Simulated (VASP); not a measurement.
Runs of VASP 6.6.1 on Ag. The structure is that of space group Fm-3m (No. 225), or close to it. The cells are those of the table. 

```csv
cell,gap on the mesh (eV),pressure (GPa)
"a = 2.915, b = 2.889 Å, angles 60.3, 59.4, 60.3°, 1 atom",none,-4.5
"a = 2.904, b = 2.889 Å, angles 60.2, 59.7, 60.2°, 1 atom",none,-3.8
"a = 2.897, b = 2.889 Å, angles 60.1, 59.8, 60.1°, 1 atom",none,(c)
"a = 2.882, b = 2.889 Å, angles 59.9, 60.2, 59.9°, 1 atom",none,(a)
"a = 2.918, b = 2.889 Å, angles 60.3, 59.3, 60.3°, 1 atom",none,-4.7
"a = 2.875, b = 2.889 Å, angles 59.8, 60.3, 59.8°, 1 atom",none,(b)
"a = 2.911, b = 2.889 Å, angles 60.2, 59.5, 60.2°, 1 atom",none,-4.3
"a = 2.861, b = 2.889 Å, angles 59.7, 60.7, 59.7°, 1 atom",none,-0.6
```

Alike in all rows: task single point; level PBEsol; potentials or basis VASP PAW PBE potentials, release 64 (Ag); no spin polarisation; k mesh 20 × 20 × 20; cutoff (eV) 520; smearing gaussian 0.15 eV.

Q: Estimate the missing entries.

A: (a) -2.3; (b) -1.8; (c) -3.3.

Caveats: the PAW data sets were made with another functional, which shifts forces and pressure a little; the cell stands under tension (at least some runs).

A k mesh can miss the band edges, and the runs leave out spin-orbit coupling on Ag.

A gap of «none» marks levels without a gap at the run's occupations.
